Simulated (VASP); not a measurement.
A run of VASP 6.6.1 is set up as follows.

Contents of INCAR:

```
PREC = Accurate
ENCUT = 520
EDIFF = 1E-7
ISMEAR = 0
SIGMA = 0.1
LREAL = False
LASPH = True
NELM = 100
ALGO = Normal
ISIF = 2
LWAVE = False
LCHARG = False
GGA = PE
NBANDS = 47
```

Contents of KPOINTS:

```
regular mesh
0
Gamma
  12 12 2
```

The input POSCAR:

```
Zr3GeTe4
1.0
    3.8072658341      0.0000000000      0.0000000000
   -1.9036329171      3.2971889313      0.0000000000
    0.0000000000      0.0000000000     15.9145302944
Zr Ge Te
3 1 4
Direct
    0.0000000000      0.0000000000      0.5000000000
    0.0000000000      0.0000000000      0.2540518109
    0.0000000000      0.0000000000      0.7459481891
    0.0000000000      0.0000000000      0.0000000000
    0.3333333333      0.6666666667      0.8683302182
    0.3333333333      0.6666666667      0.3775469350
    0.6666666667      0.3333333333      0.1316697818
    0.6666666667      0.3333333333      0.6224530650
```

Potentials or basis: VASP PAW PBE potentials, release 64 (Zr_sv, Ge_d, Te).

Command:

```bash
$ cat potpaw_PBE.64/Zr_sv/POTCAR potpaw_PBE.64/Ge_d/POTCAR potpaw_PBE.64/Te/POTCAR > POTCAR
$ mpirun -np 1 vasp_std > vasp.out
```

(1) Predict the pressure.

(2) What does it give for the largest force?

(3) Predict the band gap on the k mesh.

Answers

(1) 0.0 GPa.

(2) 0.003 eV/Å.

(3) zero (bands 37 and 38 overlap by 0.56 eV).

Caveat: spin-orbit coupling is left out, which moves the levels of the heavy elements.
